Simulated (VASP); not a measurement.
Wanted: the native input for a VASP 6.6.1 run.

```
Task                   : relaxation of shape and atoms at fixed volume
Functional             : r2SCAN
Potentials or basis    : VASP PAW PBE potentials, release 64 (Sb, Pt)
Cutoff                 : 600 eV
k mesh                 : 6 × 6 × 4
Occupations            : gaussian, width 0.05 eV
Spin                   : no spin polarisation
Dipole correction      : no
Further INCAR settings : ALGO = Normal; EDIFF = 1e-06; IBRION = 2; EDIFFG = -0.01; NSW = 60; ISIF = 4
```

SbPt:

```
CELL_PARAMETERS angstrom
4.09730 0.00000 0.00000
-2.04865 3.54837 0.00000
0.00000 0.00000 5.51343
ATOMIC_POSITIONS crystal
Sb 0.33333 0.66667 0.25000
Sb 0.66667 0.33333 0.75000
Pt 0.00000 0.00000 0.00000
Pt 0.00000 0.00000 0.50000
```

One way to write it, as run:

POSCAR

```
SbPt
1.0
    4.0973045926      0.0000000000      0.0000000000
   -2.0486522963      3.5483698642      0.0000000000
    0.0000000000      0.0000000000      5.5134263062
Sb Pt
2 2
Direct
    0.3333333333      0.6666666667      0.2500000000
    0.6666666667      0.3333333333      0.7500000000
    0.0000000000      0.0000000000      0.0000000000
    0.0000000000      0.0000000000      0.5000000000
```

INCAR.step1

```
  PREC = Accurate
  ENCUT = 600
  ISMEAR = 0
  SIGMA = 0.05
  LREAL = F
  LASPH = T
  NELM = 80
  GGA = PE
  ALGO = Normal
  EDIFF = 1E-4
  LWAVE = T
  LCHARG = F
```

INCAR.step2

```
  PREC = Accurate
  ENCUT = 600
  EDIFF = 1E-6
  ISMEAR = 0
  SIGMA = 0.05
  LREAL = F
  LASPH = T
  NELM = 80
  ALGO = Normal
  ISIF = 4
  LWAVE = F
  LCHARG = F
  METAGGA = R2SCAN
  LMIXTAU = T
  IBRION = 2
  NSW = 60
  EDIFFG = -0.01
  ISTART = 1
```

KPOINTS

```
Automatic mesh
0
Gamma
  6 6 4
```

Potentials or basis: VASP PAW PBE potentials, release 64 (Sb, Pt).

The run is started by

```bash
$ cat potpaw_PBE.64/Sb/POTCAR potpaw_PBE.64/Pt/POTCAR > POTCAR
$ cp INCAR.step1 INCAR
$ mpirun -np 1 vasp_std > vasp.out
$ cp INCAR.step2 INCAR
$ mpirun -np 1 vasp_std > vasp.out
```

Results of the run:

```json
{
  "Energy gained by relaxing": "0.0 meV/atom",
  "Ionic steps": "2",
  "Pressure after relaxing": "6.4 GPa",
  "Band gap on the k mesh": "zero (bands 15 and 16 overlap by 4.46 eV)"
}
```

Caveat: the PAW data sets were made with another functional, which shifts forces and pressure a little; spin-orbit coupling is left out, which moves the levels of the heavy elements.

Run time: 100 s on 1 thread of Intel(R) Xeon(R) 6975P-C (Granite Rapids), with other jobs on the host, peak memory 0.27 GiB.
